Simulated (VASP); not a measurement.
# InAs (F-43m) in VASP: vibrations by perturbation theory with PBEsol

Aim: the vibrations by perturbation theory of InAs with PBEsol.

Program: VASP 6.6.1. These are calculated values, not measurements. Logs are shortened: lines on timing, memory, paths and dates and some standing lists are left out, and cuts for length are marked.

## Step 1: The cell of the first run

It takes space group F-43m (No. 216, cubic). The conventional cell has a = 6.088 Å, b = 6.088 Å, c = 6.088 Å, α = 90.00°, β = 90.00°, γ = 90.00°. Within 3.5 Å of In (site symmetry -43m) lie 4 As at 2.64 Å. As (site symmetry -43m) has 4 In at 2.64 Å within 3.5 Å.

## Step 2: Vibrations by perturbation theory, PBEsol

INCAR reads:

```
PREC = Accurate
ENCUT = 520
EDIFF = 1E-8
ISMEAR = -1
SIGMA = 0.15
LREAL = False
LASPH = True
NELM = 60
ALGO = Normal
ISIF = 2
LWAVE = False
LCHARG = True
GGA = PS
IBRION = 8
NSW = 1
```

KPOINTS reads:

```
Automatic mesh
0
Gamma
  12 12 12
```

POSCAR reads:

```
InAs
1.0
    0.0000000000      3.0438578845      3.0438578845
    3.0438578845      0.0000000000      3.0438578845
    3.0438578845      3.0438578845      0.0000000000
In As
1 1
Direct
    0.2500000000      0.2500000000      0.2500000000
    0.0000000000      0.0000000000      0.0000000000
```

Potentials or basis: VASP PAW PBE potentials, release 64 (In_d, As).

Command:

```bash
cat potpaw_PBE.64/In_d/POTCAR potpaw_PBE.64/As/POTCAR > POTCAR
mpirun -np 1 vasp_std > vasp.out
```

OUTCAR:

```text
PREC = Accurate
   ENCUT = 520
   EDIFF = 1E-8
   ISMEAR = -1
   LREAL = False
   LASPH = True
   NELM = 60
   ISIF = 2
   GGA = PS
   IBRION = 8
   NSW = 1

 ion  position               nearest neighbor table
   1  0.250  0.250  0.250-   2 2.64   2 2.64   2 2.64   2 2.64
   2  0.000  0.000  0.000-   1 2.64   1 2.64   1 2.64   1 2.64

  LATTYP: Found a face centered cubic cell.
 ALAT       =     6.0877157690

  Lattice vectors:

 A1 = (   0.0000000000,   3.0438578845,   3.0438578845)
 A2 = (   3.0438578845,   0.0000000000,   3.0438578845)
 A3 = (   3.0438578845,   3.0438578845,   0.0000000000)

Analysis of symmetry for initial positions (statically):
=====================================================================
 Subroutine PRICEL returns:
 Original cell was already a primitive cell.

 Routine SETGRP: Setting up the symmetry group for a
 face centered cubic supercell.

 Subroutine GETGRP returns: Found 24 space group operations
 (whereof 24 operations were pure point group operations)
 out of a pool of 48 trial point group operations.

The static configuration has the point symmetry T_d .

Analysis of symmetry for dynamics (positions and initial velocities):
=====================================================================
 Subroutine PRICEL returns:
 Original cell was already a primitive cell.

 Routine SETGRP: Setting up the symmetry group for a
 face centered cubic supercell.

 Subroutine GETGRP returns: Found 24 space group operations
 (whereof 24 operations were pure point group operations)
 out of a pool of 48 trial point group operations.

The dynamic configuration has the point symmetry T_d .

 Subroutine INISYM returns: Found 24 space group operations
 (whereof 24 operations are pure point group operations),
 and found     1 'primitive' translations

----------------------------------------------------------------------------------------

                                     Primitive cell

  volume of cell :      56.4031

  direct lattice vectors                    reciprocal lattice vectors
     0.000000000  3.043857884  3.043857884    -0.164265225  0.164265225  0.164265225
     3.043857884  0.000000000  3.043857884     0.164265225 -0.164265225  0.164265225
[... 539 lines left out ...]
  energy-cutoff  :      520.00
  volume of cell :       56.40
      direct lattice vectors                 reciprocal lattice vectors
     0.000000000  3.043857884  3.043857884    -0.164265225  0.164265225  0.164265225
     3.043857884  0.000000000  3.043857884     0.164265225 -0.164265225  0.164265225
     3.043857884  3.043857884  0.000000000     0.164265225  0.164265225 -0.164265225

 POSITION                                       TOTAL-FORCE (eV/Angst)
 -----------------------------------------------------------------------------------
      1.52193      1.52193      1.52193        -0.000000      0.000000     -0.000000
      0.00000      0.00000      0.00000         0.000000     -0.000000      0.000000
 -----------------------------------------------------------------------------------
    total drift:                                0.000000      0.000000      0.000000

  FREE ENERGIE OF THE ION-ELECTRON SYSTEM (eV)
  ---------------------------------------------------
  free  energy   TOTEN  =        -8.4917884474 eV

  energy  without entropy=       -8.4881713329  energy(sigma->0) =       -8.48997989

[... ionic steps 2 to 3 ...]

--------------------------------------- Ionic step        4  -------------------------------------------

------------------------ aborting loop because EDIFF is reached ----------------------------------------

[... ionic steps 5 to 6 ...]

--------------------------------------- Ionic step        7  -------------------------------------------

 Free energy of the ion-electron system (eV)
  ---------------------------------------------------
  ---------------------------------------------------
  free energy    TOTEN  =        -0.04525838 eV

  energy without entropy =       -0.04525838

------------------------ aborting loop because EDIFF is reached ----------------------------------------

 INTERNAL STRAIN TENSOR  FOR ION    2  DIRECTION 1   (eV/Angst):
 -----------------------------------------------------------------------------
    -0.00220  0.00000  0.00000
     0.00000  0.00219  7.30446
     0.00000  7.30446  0.00219

 INTERNAL STRAIN TENSOR FOR ION    2 for displacements in x,y,z  (eV/Angst):
          X           Y           Z          XY          YZ          ZX
  --------------------------------------------------------------------------------
  x    -0.00000     0.00000     0.00000     0.00000     7.30446     0.00000
  y     0.00000     0.00000     0.00000     0.00000     0.00000     7.30446
  z     0.00000     0.00000    -0.00000     7.30446     0.00000     0.00000

 SECOND DERIVATIVES (NOT SYMMETRIZED)
 ------------------------------------
               1X          1Y          1Z          2X          2Y          2Z
  1X    -7.286827    0.000000    0.000000    7.286827    0.000000    0.000000
  1Y     0.000000   -7.286827    0.000000    0.000000    7.286827    0.000000
  1Z     0.000000    0.000000   -7.286827    0.000000    0.000000    7.286827
  2X     7.308755    0.000000    0.000000   -7.308755    0.000000    0.000000
  2Y     0.000000    7.308755    0.000000    0.000000   -7.308755    0.000000
  2Z     0.000000    0.000000    7.308755    0.000000    0.000000   -7.308755

 Eigenvectors and eigenvalues of the dynamical matrix
 ----------------------------------------------------

   1 f  =    6.273118 THz    39.415160 2PiTHz  209.248678 cm-1    25.943518 meV
             X         Y         Z           dx          dy          dz
      1.521929  1.521929  1.521929     0.000000    0.000000   -0.627810
      0.000000  0.000000  0.000000     0.000000    0.000000    0.778367
[... 21 lines left out ...]
   6 f/i=    0.004606 THz     0.028938 2PiTHz    0.153625 cm-1     0.019047 meV
             X         Y         Z           dx          dy          dz
      1.521929  1.521929  1.521929     0.010782   -0.309275    0.714204
      0.000000  0.000000  0.000000     0.008697   -0.249453    0.576058

--------------------------------------------------------------------------------------------------------

 ELASTIC MODULI CONTR FROM IONIC RELAXATION (kBar)
 Direction    XX          YY          ZZ          XY          YZ          ZX
 --------------------------------------------------------------------------------
 XX          -0.0000      0.0000      0.0000     -0.0000      0.0000     -0.0000
 YY           0.0000     -0.0000     -0.0000     -0.0000     -0.0000     -0.0000
 ZZ           0.0000     -0.0000     -0.0000      0.0000     -0.0000     -0.0000
 XY          -0.0000     -0.0000      0.0000   -204.8923      0.0000      0.0000
 YZ           0.0000     -0.0000     -0.0000      0.0000   -204.8923      0.0000
 ZX          -0.0000     -0.0000     -0.0000      0.0000      0.0000   -204.8923
 --------------------------------------------------------------------------------
```

Run time: 7.2 min. Hardware: 1 thread of Intel Xeon 8259CL, shared host; peak memory 0.57 GiB.

What came out:

- Highest phonon frequency at Γ, LO-TO splitting left out: 209 cm⁻¹

Phonon frequencies in cm⁻¹ (negative: imaginary):
```
              q point        frequencies
(0.000, 0.000, 0.000)  0 0 0 209 209 209
```

Caveat: spin-orbit coupling is left out, which moves the levels of the heavy elements.
